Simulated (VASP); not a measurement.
# InH2 (P-3m1) in VASP: a series of runs, part 2 of 2

VASP 6.6.1.

## (4) Relaxation of cell and atoms, PBE

Contents of INCAR:

```
SYSTEM = InH2
PREC     = Accurate       ! precision mode
ENCUT    = 600            ! plane-wave cutoff, eV
EDIFF    = 1E-6           ! SCF threshold, eV
ISMEAR   = 0              ! smearing method
SIGMA    = 0.1            ! smearing width, eV
LREAL    = .False.        ! projectors in reciprocal space
LASPH    = .True.         ! aspherical terms in the spheres
NELM     = 60             ! most SCF steps
ALGO     = Normal         ! electronic algorithm
ISIF     = 3              ! what is computed and relaxed
LWAVE    = .False.        ! write WAVECAR
LCHARG   = .False.        ! write CHGCAR
GGA      = PE             ! functional
IBRION   = 2              ! ionic algorithm
NSW      = 90             ! ionic steps
EDIFFG   = -0.04          ! ionic threshold
```

Contents of KPOINTS:

```
regular mesh
0
Gamma
  6 6 4
  0 0 0
```

Contents of POSCAR:

```
InH2
1.0
    2.9939750500      0.0000000000      0.0000000000
   -1.4969875300      2.5928584500      0.0000000000
    0.0000000000      0.0000000000      4.8213149900
In H
1 2
Direct
    0.0000000000      0.0000000000      0.0000000000
    0.3333333300      0.6666666700      0.2500000000
    0.6666666700      0.3333333300      0.7500000000
```

Potentials or basis: VASP PAW PBE potentials, release 64 (In_d, H).

On the command line:

```
$ cat potpaw_PBE.64/In_d/POTCAR potpaw_PBE.64/H/POTCAR > POTCAR
$ mpirun -np 1 vasp_std > vasp.out
```

OUTCAR:

```text
SYSTEM = InH2
   PREC = Accurate
   ENCUT = 600
   EDIFF = 1E-6
   ISMEAR = 0
   LREAL = .False.
   LASPH = .True.
   NELM = 60
   ISIF = 3
   GGA = PE
   IBRION = 2
   NSW = 90
   EDIFFG = -0.04

 ion  position               nearest neighbor table
   1  0.000  0.000  0.000-   2 2.11   3 2.11   3 2.11   2 2.11   3 2.11   2 2.11
   2  0.333  0.667  0.250-   1 2.11   1 2.11   1 2.11
   3  0.667  0.333  0.750-   1 2.11   1 2.11   1 2.11

  LATTYP: Found a hexagonal cell.
 ALAT       =     2.9939750500
 C/A-ratio  =     1.6103390675

  Lattice vectors:

 A1 = (   2.9939750500,   0.0000000000,   0.0000000000)
 A2 = (  -1.4969875300,   2.5928584500,   0.0000000000)
 A3 = (   0.0000000000,   0.0000000000,   4.8213149900)

Analysis of symmetry for initial positions (statically):
[... 183 lines left out ...]

 k-point     1 :       0.0000    0.0000    0.0000
  band No.  band energies     occupation
      1     -10.1776      2.00000
      2     -10.0664      2.00000
      3     -10.0664      2.00000
      4      -9.5402      2.00000
      5      -9.5402      2.00000
      6      -6.0479      2.00000
      7      -0.4115      2.00000
      8       5.8972      0.00383
      9      13.7470      0.00000
     10      14.7489      0.00000
     11      17.6772      0.00000
[... 578 lines left out ...]
--------------------------------------- Ionic step        8  -------------------------------------------

 number of electron      15.0000016 magnetization

 Free energy of the ion-electron system (eV)
  ---------------------------------------------------
  ext. energy  EPLUGINS =         0.00000000
  ---------------------------------------------------
  free energy    TOTEN  =        -7.84883349 eV

  energy without entropy =       -7.84417681  energy(sigma->0) =       -7.84650515

 E-fermi :   3.9449     XC(G=0):  -8.8390

 val. band max:        3.8518572525   @ k =   0.3333  -0.0000   0.2500
 cond. band min:       4.0013336760   @ k =   0.0000   0.3333   0.2500
 fundamental gap:      0.1494764234
 Fermi energy:         3.9448935591

 k-point     1 :       0.0000    0.0000    0.0000
  band No.  band energies     occupation
      1     -10.7942      2.00000
      2     -10.6595      2.00000
      3     -10.6595      2.00000
      4     -10.5452      2.00000
      5     -10.5452      2.00000
      6      -5.6742      2.00000
      7       1.3264      2.00000
      8       8.1648      0.00000
      9      10.1895      0.00000
     10      10.4627      0.00000
     11      11.7460      0.00000
[... 350 lines left out ...]
  FREE ENERGIE OF THE ION-ELECTRON SYSTEM (eV)
  ---------------------------------------------------
  free  energy   TOTEN  =        -7.8488334941 eV

  energy  without entropy=       -7.8441768055  energy(sigma->0) =       -7.84650515

 reached required accuracy - stopping structural energy minimisation
```

OSZICAR:

```text
N       E                     dE             d eps       ncg     rms          rms(c)
DAV:   1     0.912520670660E+02    0.91252E+02   -0.80732E+03   528   0.178E+03
DAV:   2    -0.192956401447E+01   -0.93182E+02   -0.90034E+02   543   0.334E+02
DAV:   3    -0.717224730738E+01   -0.52427E+01   -0.50163E+01   650   0.858E+01
[... 76 lines left out ...]
DAV:   4    -0.784885561755E+01    0.52893E-03   -0.17576E-03   657   0.771E-01    0.109E-01
DAV:   5    -0.784882771186E+01    0.27906E-04   -0.23528E-04   767   0.250E-01    0.507E-02
DAV:   6    -0.784883221357E+01   -0.45017E-05   -0.21763E-05   569   0.547E-02    0.151E-02
DAV:   7    -0.784883336698E+01   -0.11534E-05   -0.13577E-06   428   0.226E-02    0.559E-03
DAV:   8    -0.784883349412E+01   -0.12714E-06   -0.38553E-07   273   0.850E-03
   8 F= -.78488335E+01 E0= -.78465051E+01  d E =-.162206E+00
```

CONTCAR:

```text
InH2
   1.00000000000000
     3.4670705937657584   -0.0000000009043965    0.0000000000000000
    -1.7335353034561891    3.0025712090179804    0.0000000000000000
    -0.0000000000000000    0.0000000000000000    4.0809280359683671
  In              H
     1     2
Direct
     0.0000000000000000    0.0000000000000000    0.0000000000000000
     0.3333333300000021    0.6666666699999979    0.2115044552929069
     0.6666666699999979    0.3333333300000021    0.7884955447070932

  0.00000000E+00  0.00000000E+00  0.00000000E+00
  0.00000000E+00  0.00000000E+00  0.00000000E+00
  0.00000000E+00  0.00000000E+00  0.00000000E+00
```

Wall time 96 s (1 thread of Intel Xeon 8259CL, shared host); peak memory 0.17 GiB.

Results:

```yaml
Free_energy: -7.8488 eV
Relaxed_volume: 14.16 Å³/atom
Relaxed_cell: a = 3.467 Å, b = 3.467 Å, c = 4.081 Å, α = 90.00°, β = 90.00°, γ = 120.00°
Space_group_after_relaxing_to_0.1_Å: P-3m1 (No. 164)
Energy_gained_by_relaxing: 286.2 meV/atom
Ionic_steps: 8
Pressure_after_relaxing: 0.0 GPa
Band_gap_on_the_k_mesh: zero (an odd number of electrons rules out a gap without spin polarisation)
```

The path:
| step | energy change (eV) | largest force (eV/Å) | pressure (GPa) | volume (Å³) |
| --- | --- | --- | --- | --- |
| 1 | 0.0000 | 0.2502 | 14.93 | 37.43 |
| 2 | -0.6243 | 0.5305 | 1.90 | 43.94 |
| 3 | -0.6922 | 0.5819 | -1.31 | 46.70 |
| 4 | -0.6965 | 0.5916 | -2.08 | 47.52 |
| 5 | -0.7655 | 0.4405 | -1.62 | 46.51 |
| 6 | -0.8509 | 0.1129 | -0.40 | 43.83 |
| 7 | -0.8575 | 0.0517 | -0.20 | 43.06 |
| 8 | -0.8587 | 0.0001 | -0.02 | 42.48 |

Final structure:
```yaml
crystal:
  lattice:
    - [3.46707, 0.00000, 0.00000]
    - [-1.73354, 3.00257, 0.00000]
    - [0.00000, 0.00000, 4.08093]
  atoms:
    - { symbol: In, position: [0.00000, 0.00000, 0.00000] }
    - { symbol: H, position: [0.33333, 0.66667, 0.21150] }
    - { symbol: H, position: [0.66667, 0.33333, 0.78850] }
```

Caveat: the k points lie up to 0.38 Å⁻¹ apart in the final cell, too coarse for converged energies and pressures of a metal; a cell axis changed by over 15 % at a fixed basis, so the end point is rough; spin-orbit coupling is left out, which moves the levels of the heavy elements; an odd number of electrons without spin polarisation forces a metal; a magnetic or distorted state may lie lower.

## (5) Single point, PBE

This run uses another cell than the first one, of 13.99 Å³/atom.

Contents of INCAR:

```
PREC = Accurate
ENCUT = 520
EDIFF = 1E-6
ISMEAR = 0
SIGMA = 0.1
LREAL = False
LASPH = True
NELM = 100
ALGO = Normal
ISIF = 2
LWAVE = False
LCHARG = True
GGA = PE
LELF = True
LVHAR = True
NBANDS = 14
```

Contents of KPOINTS:

```
regular mesh
0
Gamma
  18 18 12
```

Contents of POSCAR:

```
InH2
1.0
    3.4675417830      0.0000000000      0.0000000000
   -1.7337708915      3.0029792728      0.0000000000
    0.0000000000      0.0000000000      4.0293049499
In H
1 2
Direct
    0.0000000000      0.0000000000      0.0000000000
    0.3333333333      0.6666666667      0.2196092997
    0.6666666667      0.3333333333      0.7803907003
```

On the command line:

```
$ cat potpaw_PBE.64/In_d/POTCAR potpaw_PBE.64/H/POTCAR > POTCAR
$ mpirun -np 1 vasp_std > vasp.out
```

Wall time 4.9 min (1 thread of Intel Xeon 8259CL, shared host); peak memory 0.34 GiB.

Results (log left out):

* Free energy: -7.8444 eV
* Pressure: -0.1 GPa
* Band gap on the k mesh: zero (an odd number of electrons rules out a gap without spin polarisation)

Levels at points of the mesh, in eV from the Fermi level:
| k point | band 3 | band 4 | band 5 | band 6 | band 7 | band 8 | band 9 | band 10 | band 11 | band 12 |
| --- | --- | --- | --- | --- | --- | --- | --- | --- | --- | --- |
| (0.00, 0.00, 0.00) | -14.53 | -14.41 | -14.41 | -9.54 | -2.46 | 4.35 | 6.43 | 6.62 | 7.85 | 7.85 |
| (0.50, 0.00, 0.00) | -14.44 | -14.43 | -14.30 | -5.71 | -4.98 | 0.68 | 4.01 | 4.22 | 7.59 | 8.52 |
| (0.00, 0.00, 0.50) | -14.53 | -14.43 | -14.43 | -8.60 | -5.04 | 4.78 | 6.27 | 8.70 | 8.70 | 12.22 |
| (0.50, 0.00, 0.50) | -14.46 | -14.38 | -14.30 | -5.08 | -4.19 | -0.45 | 0.35 | 5.06 | 6.63 | 6.85 |

Caveat: spin-orbit coupling is left out, which moves the levels of the heavy elements; an odd number of electrons without spin polarisation forces a metal; a magnetic or distorted state may lie lower.

## (6) Relaxation of cell and atoms, PBE

This run uses another cell than the first one, of 14.40 Å³/atom.

Contents of INCAR:

```
PREC     = Accurate       # precision mode
ENCUT    = 600            # plane-wave cutoff, eV
EDIFF    = 1E-6           # SCF threshold, eV
ISMEAR   = 0              # smearing method
SIGMA    = 0.1            # smearing width, eV
LREAL    = F              # projectors in reciprocal space
LASPH    = T              # aspherical terms in the spheres
NELM     = 100            # most SCF steps
ALGO     = Normal         # electronic algorithm
ISIF     = 3              # what is computed and relaxed
LWAVE    = F              # write WAVECAR
LCHARG   = F              # write CHGCAR
GGA      = PE             # functional
IBRION   = 2              # ionic algorithm
NSW      = 100            # ionic steps
EDIFFG   = -0.01          # ionic threshold
```

KPOINTS is that of step 5.

Contents of POSCAR:

```
InH2
1.0
    3.4695202456      0.0000000000      0.0000000000
   -1.7347601228      3.0046926717      0.0000000000
    0.0000000000      0.0000000000      4.1438635764
In H
1 2
Direct
    0.0000000000      0.0000000000      0.0000000000
    0.3333333333      0.6666666667      0.2100234670
    0.6666666667      0.3333333333      0.7899765330
```

Potentials or basis: VASP PAW PBE potentials, release 64 (In_d, H).

On the command line:

```
$ cat potpaw_PBE.64/In_d/POTCAR potpaw_PBE.64/H/POTCAR > POTCAR
$ mpirun -np 1 vasp_std > vasp.out
```

It took 27 min on 1 thread of Intel Xeon 8259CL, shared host; peak memory 0.4 GiB.

It converged, with:

* Free energy: -7.8447 eV
* Relaxed volume: 14.18 Å³/atom
* Relaxed cell: a = 3.464 Å, b = 3.464 Å, c = 4.093 Å, α = 90.00°, β = 90.00°, γ = 120.00°
* Space group after relaxing (to 0.1 Å): P-3m1 (No. 164)
* Energy gained by relaxing: 0.6 meV/atom
* Ionic steps: 13
* Pressure after relaxing: 0.0 GPa
* Band gap on the k mesh: zero (an odd number of electrons rules out a gap without spin polarisation)

Stress tensor (GPa, compression positive):
```
 0.04  0.00  0.00
 0.00  0.04  0.00
 0.00  0.00 -0.11
```

Step by step:
```csv
step,energy change (eV),largest force (eV/Å),pressure (GPa),volume (Å³)
1,0.0000,0.0536,0.03,43.20
2,-0.0003,0.0461,-0.01,43.22
3,-0.0008,0.0235,-0.16,43.27
4,-0.0006,0.0211,-0.48,43.37
5,-0.0009,0.0063,-0.31,43.31
6,-0.0011,0.0042,-0.21,43.19
7,-0.0013,0.0002,-0.05,42.96
8,-0.0013,0.0011,0.00,42.92
9,-0.0013,0.0007,-0.04,42.93
10,-0.0013,0.0008,-0.02,42.93
11,-0.0014,0.0006,-0.03,42.89
12,-0.0015,0.0005,-0.04,42.77
13,-0.0018,0.0000,-0.01,42.54
```

Final structure:
```xyz
3
Lattice="3.4644 0.0000 0.0000 -1.7322 3.0003 0.0000 0.0000 0.0000 4.0927" Properties=species:S:1:pos:R:3 pbc="T T T"
In    0.0000    0.0000    0.0000
H     0.0000    2.0002    0.8900
H     1.7322    1.0001    3.2027
```

Levels at points of the mesh, in eV from the Fermi level:
```
           k point  band 3  band 4  band 5  band 6  band 7  band 8  band 9  band 10  band 11
(0.00, 0.00, 0.00)  -14.54  -14.42  -14.42   -9.51   -2.57    4.18    6.40     6.64     7.91
(0.50, 0.00, 0.00)  -14.45  -14.43  -14.30   -5.68   -4.94    0.65    3.85     4.27     7.46
(0.00, 0.00, 0.50)  -14.54  -14.43  -14.43   -8.65   -5.00    4.77    6.26     8.68     8.68
(0.50, 0.00, 0.50)  -14.46  -14.39  -14.30   -5.11   -4.22   -0.43    0.42     5.03     6.61
```

Caveat: spin-orbit coupling is left out, which moves the levels of the heavy elements; an odd number of electrons without spin polarisation forces a metal; a magnetic or distorted state may lie lower.

## (7) Overview

| task | cell | k mesh | cutoff (eV) | gap on the mesh (eV) | pressure (GPa) | relaxed volume (Å³/atom) | largest force (eV/Å) |
| --- | --- | --- | --- | --- | --- | --- | --- |
| single point | a = 2.994, b = 2.994, c = 4.821 Å, angles 90.0, 90.0, 120.0°, 3 atoms, atomic positions A | 6 × 6 × 4 | 520 | none | 14.8 | - | 0.25 |
| single point | a = 3.470, b = 3.470, c = 4.144 Å, angles 90.0, 90.0, 120.0°, 3 atoms, atomic positions B | 6 × 6 × 4 | 520 | none | -0.2 | - | 0.01 |
| relaxation of cell and atoms | relaxed from a = 2.994, b = 2.994, c = 4.821 Å, angles 90.0, 90.0, 120.0°, 3 atoms, atomic positions A | 6 × 6 × 4 | 600 | none | 0.0 | 14.16 | - |
| single point | a = 3.468, b = 3.468, c = 4.029 Å, angles 90.0, 90.0, 120.0°, 3 atoms, atomic positions C | 18 × 18 × 12 | 520 | none | -0.1 | - | - |
| relaxation of cell and atoms | relaxed from a = 3.470, b = 3.470, c = 4.144 Å, angles 90.0, 90.0, 120.0°, 3 atoms, atomic positions B | 18 × 18 × 12 | 600 | none | 0.0 | 14.18 | - |

Alike in all rows: level PBE; potentials or basis VASP PAW PBE potentials, release 64 (In_d, H); no spin polarisation; smearing gaussian 0.1 eV.

Caveats: some runs use coarse meshes; spin-orbit coupling is left out, which moves the levels of the heavy elements; an odd number of electrons without spin polarisation forces a metal; a magnetic or distorted state may lie lower; a cell axis changed by over 15 % at a fixed basis, so the end point is rough (at least some runs).

Total energies depend on the potentials used, so only differences within one code and one set of settings carry meaning.

The gap in the log of VASP goes by the Fermi energy; the results here count the filled bands.